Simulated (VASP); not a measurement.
# BeS (f.blda) (F-43m) in VASP: a series of runs, part 2 of 3

VASP 6.6.1.

**3. Single point, LDA**

Input file INCAR:

```
PREC     = Accurate       # precision mode
ENCUT    = 600            # plane-wave cutoff, eV
EDIFF    = 1E-6           # SCF threshold, eV
ISMEAR   = 0              # smearing method
SIGMA    = 0.02           # smearing width, eV
LREAL    = F              # projectors in reciprocal space
LASPH    = T              # aspherical terms in the spheres
NELM     = 120            # most SCF steps
ALGO     = Normal         # electronic algorithm
ISIF     = 2              # what is computed and relaxed
LWAVE    = F              # write WAVECAR
LCHARG   = F              # write CHGCAR
GGA      = CA             # functional
NBANDS   = 11             # bands
GGA_COMPAT= F
```

Input file KPOINTS:

```
regular mesh
0
Gamma
  8 8 8
```

Input file POSCAR:

```
BeS
1.0
    0.0000000000      2.3980339685      2.3980339685
    2.3980339685      0.0000000000      2.3980339685
    2.3980339685      2.3980339685      0.0000000000
Be S
1 1
Direct
    0.0000000000      0.0000000000      0.0000000000
    0.2500000000      0.2500000000      0.2500000000
```

Potentials or basis: VASP PAW LDA potentials, release 64 (Be, S).

Run with:

```sh
> cat potpaw_LDA.64/Be/POTCAR potpaw_LDA.64/S/POTCAR > POTCAR
> mpirun -np 1 vasp_std > vasp.out
```

OUTCAR:

```text
PREC = Accurate
   ENCUT = 600
   EDIFF = 1E-6
   ISMEAR = 0
   LREAL = F
   LASPH = T
   NELM = 120
   ISIF = 2
   GGA = CA

 ion  position               nearest neighbor table
   1  0.000  0.000  0.000-   2 2.08   2 2.08   2 2.08   2 2.08
   2  0.250  0.250  0.250-   1 2.08   1 2.08   1 2.08   1 2.08

  LATTYP: Found a face centered cubic cell.
 ALAT       =     4.7960679370

  Lattice vectors:

 A1 = (   0.0000000000,   2.3980339685,   2.3980339685)
 A2 = (   2.3980339685,   0.0000000000,   2.3980339685)
 A3 = (   2.3980339685,   2.3980339685,   0.0000000000)

Analysis of symmetry for initial positions (statically):
=====================================================================
 Subroutine PRICEL returns:
 Original cell was already a primitive cell.

 Routine SETGRP: Setting up the symmetry group for a
 face centered cubic supercell.

 Subroutine GETGRP returns: Found 24 space group operations
 (whereof 24 operations were pure point group operations)
 out of a pool of 48 trial point group operations.

The static configuration has the point symmetry T_d .

Analysis of symmetry for dynamics (positions and initial velocities):
=====================================================================
 Subroutine PRICEL returns:
 Original cell was already a primitive cell.

 Routine SETGRP: Setting up the symmetry group for a
 face centered cubic supercell.

 Subroutine GETGRP returns: Found 24 space group operations
 (whereof 24 operations were pure point group operations)
 out of a pool of 48 trial point group operations.

The dynamic configuration has the point symmetry T_d .

 Subroutine INISYM returns: Found 24 space group operations
 (whereof 24 operations are pure point group operations),
 and found     1 'primitive' translations

----------------------------------------------------------------------------------------

                                     Primitive cell

  volume of cell :      27.5801

  direct lattice vectors                    reciprocal lattice vectors
     0.000000000  2.398033969  2.398033969    -0.208504136  0.208504136  0.208504136
     2.398033969  0.000000000  2.398033969     0.208504136 -0.208504136  0.208504136
     2.398033969  2.398033969  0.000000000     0.208504136  0.208504136 -0.208504136

  length of vectors
     3.391332161  3.391332161  3.391332161     0.361139757  0.361139757  0.361139757

  position of ions in fractional coordinates (direct lattice)
     0.000000000  0.000000000  0.000000000
     0.250000000  0.250000000  0.250000000

  ion indices of the primitive-cell ions
   primitive index   ion index
                 1           1
                 2           2

----------------------------------------------------------------------------------------

 KPOINTS: regular mesh

Automatic generation of k-mesh.
 Grid dimensions read from file:
 generate k-points for:    8    8    8

 Generating k-lattice:

  Cartesian coordinates                     Fractional coordinates (reciprocal lattice)
    -0.026063017  0.026063017  0.026063017     0.125000000  0.000000000  0.000000000
     0.026063017 -0.026063017  0.026063017     0.000000000  0.125000000  0.000000000
     0.026063017  0.026063017 -0.026063017     0.000000000  0.000000000  0.125000000

  Length of vectors
     0.045142470  0.045142470  0.045142470

  Shift w.r.t. Gamma in fractional coordinates (k-lattice)
     0.000000000  0.000000000  0.000000000

 Subroutine IBZKPT returns following result:
 ===========================================

 Found     29 irreducible k-points:

 Following reciprocal coordinates:
            Coordinates               Weight
  0.000000  0.000000  0.000000      1.000000
  0.125000  0.000000  0.000000      8.000000
  0.250000  0.000000  0.000000      8.000000
  0.375000  0.000000  0.000000      8.000000
  0.500000  0.000000  0.000000      4.000000
  0.125000  0.125000  0.000000      6.000000
[... 16 lines left out ...]
  0.500000  0.250000  0.125000     48.000000
 -0.375000  0.250000  0.125000     24.000000
 [... further k-points ...]
   k-points           NKPTS =     29   k-points in BZ     NKDIM =     29   number of bands    NBANDS=     11
   number of dos      NEDOS =    301   number of ions     NIONS =      2
   total plane-waves  NPLWV =  21952
   dimension x,y,z NGX =    28 NGY =   28 NGZ =   28
   dimension x,y,z NGXF=    56 NGYF=   56 NGZF=   56
   ions per type =               1   1
   NGX,Y,Z   is equivalent  to a cutoff of  13.73, 13.73, 13.73 a.u.
   NGXF,Y,Z  is equivalent  to a cutoff of  27.45, 27.45, 27.45 a.u.
 SYSTEM =  unknown system
   PREC   = accura    normal or accurate (medium, high low for compatibility)
   ISTART =      0    job   : 0-new  1-cont  2-samecut
   ICHARG =      2    charge: 1-file 2-atom 10-const
   ISPIN  =      1    spin polarized calculation?
   LNONCOLLINEAR =      F non collinear calculations
   LSORBIT =      F    spin-orbit coupling
   LASPH  =      T    aspherical Exc in radial PAW
   ENCUT  =  600.0 eV  44.10 Ry    6.64 a.u.   6.77  6.77  6.77*2*pi/ulx,y,z
   NELM   =    120;   NELMIN=  2; NELMDL= -5     # of ELM steps
   EDIFF  = 0.1E-05   stopping-criterion for ELM
   LREAL  =      F    real-space projection
   EDIFFG = 0.1E-04   stopping-criterion for IOM
   NSW    =      0    number of steps for IOM
   IBRION =     -1    ionic relax: 0-MD 1-quasi-New 2-CG
   NFREE  =      0    steps in history (QN), initial steepest desc. (CG)
   ISIF   =      2    stress and relaxation
   ISYM   =      2    0-nonsym 1-usesym 2-fastsym
   POTIM  = 0.5000    time-step for ionic-motion
   TEBEG  =    0.0;   TEEND  =   0.0 temperature during run
   PSTRESS=    0.0 pullay stress
   NELECT =       8.0000    total number of electrons
   NUPDOWN=      -1.0000    fix difference up-down
   EMIN   =  10.00;   EMAX   =-10.00  energy-range for DOS
   EFERMI =   0.00;   METHOD = LEGACY
   ISMEAR =     0;   SIGMA  =   0.02  broadening in eV -4-tet -1-fermi 0-gaus
   EFERMI_NEDOS =   21; number of points for ismear=-14 and -15
   IALGO  =     38    algorithm
   IMIX   =      4    mixing-type and parameters
     AMIX     =   0.40;   BMIX     =  1.00
     AMIX_MAG =   1.60;   BMIX_MAG =  1.00
  volume/ion in A,a.u.               =      13.79        93.06
  Fermi-wavevector in a.u.,A,eV,Ry     =   1.083693  2.047882 15.978545  1.174390
  Thomas-Fermi vector in A             =   2.219765
   LORBIT       =      0    0 simple, 1 ext, 2 COOP (PROOUT), +10 PAW based schemes
   GGA     = CA    functional components
   LHFCALC =     F    Hartree Fock is set to
   AEXX    =    0.0000 exact exchange contribution
   IVDW    =     0    specifies the selected vdW correction
   LEPSILON=     F    determine dielectric tensor
   LRPA    =     F    only Hartree local field effects (RPA)
 non-spin polarized calculation
 Gauss-broadening in eV      SIGMA  =   0.02
  energy-cutoff  :      600.00
  volume of cell :       27.58
 maximum number of plane-waves:       941
   NGX = 13   NGY = 13   NGZ = 13

 number of electron       8.0000001 magnetization

 Free energy of the ion-electron system (eV)
  ---------------------------------------------------
  ext. energy  EPLUGINS =         0.00000000
  ---------------------------------------------------
  free energy    TOTEN  =       -11.14260598 eV

  energy without entropy =      -11.14260598  energy(sigma->0) =      -11.14260598

 E-fermi :   4.5106     XC(G=0): -10.1232

 val. band max:        4.3825571305   @ k =   0.0000   0.0000   0.0000
 cond. band min:       7.2133889322   @ k =   0.5000   0.5000   0.0000
 fundamental gap:      2.8308318017
 Fermi energy:         4.5106350325

 k-point     1 :       0.0000    0.0000    0.0000
  band No.  band energies     occupation
      1      -9.5023      2.00000
      2       4.3826      2.00000
      3       4.3826      2.00000
      4       4.3826      2.00000
      5       9.9104      0.00000
      6       9.9104      0.00000
      7       9.9104      0.00000
      8      10.3449      0.00000
      9      17.2628      0.00000
     10      17.2628      0.00000
     11      19.2515      0.00000
[... 309 lines left out ...]
 k-point    24 :      -0.3750    0.2500    0.1250
  band No.  band energies     occupation
      1      -7.4820      2.00000
      2      -1.1243      2.00000
      3       1.4758      2.00000
      4       2.4264      2.00000
      5      10.2979      0.00000
      6      10.9366      0.00000
      7      13.5716      0.00000
      8      14.9111      0.00000
      9      15.7889      0.00000
     10      19.8154      0.00000
     11      20.4346      0.00000

 [... further k-points ...]
[... 5 lines left out ...]
  --------------------------------------------------------------------------------------
  -------------------------------------------------------------------------------------
  Total        0.0143846      0.0143846      0.0143846      0.0000000     -0.0000000     -0.0000000
  in kB        0.8356275      0.8356275      0.8356275      0.0000000     -0.0000000     -0.0000000
  external PRESSURE =       0.8356275 kB  Pullay stress =       0.0000000 kB

 VOLUME and BASIS-vectors are now :
 -----------------------------------------------------------------------------
  energy-cutoff  :      600.00
  volume of cell :       27.58
      direct lattice vectors                 reciprocal lattice vectors
     0.000000000  2.398033969  2.398033969    -0.208504136  0.208504136  0.208504136
     2.398033969  0.000000000  2.398033969     0.208504136 -0.208504136  0.208504136
     2.398033969  2.398033969  0.000000000     0.208504136  0.208504136 -0.208504136

 POSITION                                       TOTAL-FORCE (eV/Angst)
 -----------------------------------------------------------------------------------
      0.00000      0.00000      0.00000        -0.000000     -0.000000      0.000000
      1.19902      1.19902      1.19902         0.000000      0.000000     -0.000000
 -----------------------------------------------------------------------------------
    total drift:                                0.000000      0.000000      0.000000

  FREE ENERGIE OF THE ION-ELECTRON SYSTEM (eV)
  ---------------------------------------------------
  free  energy   TOTEN  =       -11.1426059810 eV

  energy  without entropy=      -11.1426059810  energy(sigma->0) =      -11.14260598
```

Wall time 14 s (1 thread of Intel Xeon 8259CL, shared host); peak memory 0.14 GiB.

Results:

```
Free energy            : -11.1426 eV
Pressure               : 0.1 GPa
Band gap on the k mesh : 2.83 eV, indirect (least direct gap 5.53 eV)
```

A k mesh can miss the band edges. Expect the measured gap to be larger: semilocal functionals such as LDA lack the derivative discontinuity.

[end of part 2 of 3]
